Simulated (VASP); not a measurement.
Write the native input for VASP 6.6.1 that does the following.

```yaml
Task: single point
Functional: r2SCAN
Dispersion: D4
Potentials_or_basis: VASP PAW PBE potentials, release 64 (Hg, Te)
Cutoff: 520 eV
k_mesh: 7 × 7 × 7
Occupations: fermi-dirac, width 0.05 eV
Spin: no spin polarisation
Dipole_correction: no
Further_INCAR_settings: ALGO = Normal; EDIFF = 1e-06; NBANDS = 16
```

The system is HgTe (Coloradoite).

```
Hg Te
1.0
     0.00000    3.23579    3.23579
     3.23579    0.00000    3.23579
     3.23579    3.23579    0.00000
Hg Te
1 1
Direct
  0.00000 0.00000 0.00000
  0.75000 0.75000 0.75000
```

One way to write it, as run:

POSCAR

```
HgTe
1.0
    0.0000000000      3.2357886999      3.2357886999
    3.2357886999      0.0000000000      3.2357886999
    3.2357886999      3.2357886999      0.0000000000
Hg Te
1 1
Direct
    0.0000000000      0.0000000000      0.0000000000
    0.7500000000      0.7500000000      0.7500000000
```

INCAR.step1

```
SYSTEM = HgTe
  PREC = Accurate
  ENCUT = 520
  ISMEAR = -1
  SIGMA = 0.05
  LREAL = .FALSE.
  LASPH = .TRUE.
  NELM = 80
  NBANDS = 16
  GGA = PE
  ALGO = Normal
  EDIFF = 1E-4
  LWAVE = .TRUE.
  LCHARG = .FALSE.
```

INCAR.step2

```
SYSTEM = HgTe
  PREC = Accurate
  ENCUT = 520
  EDIFF = 1E-6
  ISMEAR = -1
  SIGMA = 0.05
  LREAL = .FALSE.
  LASPH = .TRUE.
  NELM = 80
  ALGO = Normal
  ISIF = 2
  LWAVE = .FALSE.
  LCHARG = .TRUE.
  METAGGA = R2SCAN
  LMIXTAU = .TRUE.
  IVDW = 13
  VDW_S6 = 1.0
  VDW_S8 = 0.6018749
  VDW_A1 = 0.51559235
  VDW_A2 = 5.77342911
  LELF = .TRUE.
  LVHAR = .TRUE.
  NBANDS = 16
  ISTART = 1
```

KPOINTS

```
Automatic mesh
0
G
  7 7 7
  0 0 0
```

Potentials or basis: VASP PAW PBE potentials, release 64 (Hg, Te).

The run is started by

```console
$ cat potpaw_PBE.64/Hg/POTCAR potpaw_PBE.64/Te/POTCAR > POTCAR
$ cp INCAR.step1 INCAR
$ mpirun -np 1 vasp_std > vasp.out
$ cp INCAR.step2 INCAR
$ mpirun -np 1 vasp_std > vasp.out
```

It gave:

| Property | Result |
| --- | --- |
| Pressure | 1.6 GPa |
| Band gap on the k mesh | zero (filled and empty bands touch) |
| Dispersion energy per atom | -0.135 eV |

Caveat: the PAW data sets were made with another functional, which shifts forces and pressure a little; spin-orbit coupling is left out, which moves the levels of the heavy elements; pairwise dispersion overbinds metals, which lowers pressure and volume.

It took 98 s on 1 thread of AMD EPYC 7R43 64-Core Processor (Zen 3) (shared host), peak memory 0.18 GiB.
